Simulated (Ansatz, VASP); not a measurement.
YSe: VASP beside Ansatz

```
Y Se
1.0
     0.00000    2.82063    2.82063
     2.82063    0.00000    2.82063
     2.82063    2.82063    0.00000
Y Se
1 1
Direct
  0.50000 0.50000 0.50000
  0.00000 0.00000 0.00000
```

Alike in both runs: task single point; functional LDA; k mesh 9 × 9 × 9; occupations fermi-dirac, width 0.02 eV; no spin polarisation.

|  | VASP | Ansatz |
| --- | --- | --- |
| version | VASP 6.6.1 | Ansatz 0.2.0 |
| potentials or method | VASP PAW LDA potentials, release 64 (Y_sv, Se), cutoff 520 eV | all-electron LAPW, scalar-relativistic |

VASP gave:

| Quantity | Value |
| --- | --- |
| pressure (GPa) | 0.2 |

Task: Which values does Ansatz return?

Result: Pressure (GPa): 0.0.

LDA's correlation is that of Perdew and Zunger in VASP and of Perdew and Wang (1992) in Ansatz. Ansatz ran all-electron here, and VASP with PAW potentials.
